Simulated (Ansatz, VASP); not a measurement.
# One calculation of LiOs, two programs

```
Li Os
1.0
     2.86256    0.00000    0.00000
     0.00000    2.86256    0.00000
     0.00000    0.00000    2.86256
Li Os
1 1
Direct
  0.00000 0.00000 0.00000
  0.50000 0.50000 0.50000
```

Alike in both runs: functional r2SCAN; k mesh 20 × 20 × 20; occupations gaussian, width 0.1 eV; no spin polarisation.

Ansatz relaxed the structure, and its values are those at the end. VASP's run is a single point on that final structure, the one shown.

```csv
,VASP,Ansatz
version,VASP 6.6.1,Ansatz 0.2.0
potentials or method,"VASP PAW PBE potentials, release 64 (Li_sv, Os_sv_GW), cutoff 830 eV","scalar-relativistic, plane waves, PAW"
valence electrons in the cell,19,19
```

Ansatz gave:

* gap on the k mesh at the Fermi level (eV): none
* pressure (GPa): 0.0

Task: Estimate VASP's values.

Result: gap on the k mesh at the Fermi level (eV): none; pressure (GPa): 1.2.

VASP's potentials were made for PBE, not for r2SCAN. A gap of «none» marks a metal or a gap that the smearing closes. With one functional, cell and mesh, what is left measures potentials, basis and numerics.

Spin-orbit coupling is off throughout.
